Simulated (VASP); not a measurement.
Sn3GeO, 5 atoms in the cell. It takes space group R3 (No. 146, trigonal). Conventional cell: a = 6.556 Å, b = 6.556 Å, c = 8.029 Å, α = 90.00°, β = 90.00°, γ = 120.00°. Sn (site symmetry 1) has 2 Ge at 2.40 to 2.42 Å and 4 Sn at 2.87 to 2.96 Å and 2 O at 2.88 to 3.01 Å within 3.2 Å. Within 3.2 Å of Ge (site symmetry 3) lie 6 Sn at 2.40 to 2.42 Å. Within 3.8 Å of O (site symmetry 3) lie 12 Sn at 2.88 to 3.71 Å and 1 Ge at 3.76 Å. 

```yaml
Program: VASP 6.6.1
Task: single point
Functional: PBE
Potentials_or_basis: VASP PAW PBE potentials, release 64 (Sn_d, Ge_d, O)
Cutoff: 520 eV
k_mesh: 4 × 4 × 4
Occupations: gaussian, width 0.1 eV
Spin: no spin polarisation
Dipole_correction: no
Further_INCAR_settings: ALGO = Normal; EDIFF = 1e-06; NBANDS = 39
```

Potentials or basis: VASP PAW PBE potentials, release 64 (Sn_d, Ge_d, O).

Launch:

```sh
$ cat potpaw_PBE.64/Sn_d/POTCAR potpaw_PBE.64/Ge_d/POTCAR potpaw_PBE.64/O/POTCAR > POTCAR
$ mpirun -np 1 vasp_std > vasp.out
```

Hardware: 1 thread of AMD EPYC 7R13 (shared host).

Q: Estimate the wall time of this run.

A: It took 71 s on 1 thread of AMD EPYC 7R13, with other jobs on the host, peak memory 0.2 GiB. Counts: scf iterations 16, k points 14.
